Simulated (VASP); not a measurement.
Wanted: the native input for a VASP 6.6.1 run.

| Quantity | Value |
| --- | --- |
| Task | single point |
| Functional | PBEsol |
| Potentials or basis | VASP PAW PBE potentials, release 64 (Si, C) |
| Cutoff | 520 eV |
| k mesh | 12 × 12 × 4 |
| Occupations | gaussian, width 0.05 eV |
| Spin | no spin polarisation |
| Dipole correction | no |
| Further INCAR settings | ALGO = Normal; EDIFF = 1e-06; NBANDS = 16 |

The structure of SiC (Moissanite) lies in POSCAR:

```
SiC
1.0
    3.0760000000     -0.0153800000     -0.0153800000
   -1.5513194700      2.6715840000     -0.0056294700
   -0.0252400000     -0.0252400000      5.0480000000
Si C
2 2
Direct
    0.3333333333      0.6666666667      0.0000000000
    0.6666666667      0.3333333333      0.5000000000
    0.3333333333      0.6666666667      0.3850000000
    0.6666666667      0.3333333333      0.8850000000
```

These files were run (other wordings do the same):

INCAR

```
SYSTEM = SiC
PREC     = Accurate       ! precision mode
ENCUT    = 520            ! plane-wave cutoff, eV
EDIFF    = 1E-6           ! SCF threshold, eV
ISMEAR   = 0              ! smearing method
SIGMA    = 0.05           ! smearing width, eV
LREAL    = .FALSE.        ! projectors in reciprocal space
LASPH    = .TRUE.         ! aspherical terms in the spheres
NELM     = 60             ! most SCF steps
ALGO     = Normal         ! electronic algorithm
ISIF     = 2              ! what is computed and relaxed
LWAVE    = .FALSE.        ! write WAVECAR
LCHARG   = .FALSE.        ! write CHGCAR
GGA      = PS             ! functional
NBANDS   = 16             ! bands
```

KPOINTS

```
Automatic mesh
0
G
  12 12 4
  0 0 0
```

Potentials or basis: VASP PAW PBE potentials, release 64 (Si, C).

The run is started by

```sh
$ cat potpaw_PBE.64/Si/POTCAR potpaw_PBE.64/C/POTCAR > POTCAR
$ mpirun -np 1 vasp_std > vasp.out
```

It gave:

* Pressure: 0.6 GPa
* Largest force: 0.779 eV/Å
* Band gap on the k mesh: 2.15 eV, indirect (least direct gap 3.91 eV)

Caveat: the PAW data sets were made with another functional, which shifts forces and pressure a little.

Run time: 83 s on 1 thread of AMD EPYC 9R45 96-Core Processor (Zen 5), with other jobs on the host, peak memory 0.24 GiB.
